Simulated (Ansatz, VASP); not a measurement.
**One calculation of C, two programs**

```
CELL_PARAMETERS angstrom
7.87534 0.00000 0.00000
-3.93767 6.82025 0.00000
0.00000 0.00000 1.27033
ATOMIC_POSITIONS crystal
C 0.00000 0.00000 0.00000
C 0.33333 0.66667 0.50000
C 0.66667 0.33333 0.50000
```

Alike in both runs: task single point; functional revPBE; k mesh 5 × 5 × 27; occupations fermi-dirac, width 0.1 eV; no spin polarisation.

|  | VASP | Ansatz |
| --- | --- | --- |
| version | VASP 6.6.1 | Ansatz 0.2.0 |
| potentials or method | VASP PAW PBE potentials, release 64 (C), cutoff 520 eV | plane waves (420 eV) with PAW, scalar-relativistic |
| valence electrons in the cell | 12 | 12 |

|  | VASP | Ansatz | Ansatz less VASP |
| --- | --- | --- | --- |
| pressure (GPa) | 3.7 | 3.8 | +0.13 |
| traceless stress, the component that is largest in VASP (GPa) | 7.18 | 7.34 | +0.156 |

VASP's potentials were made for PBE, not for revPBE.
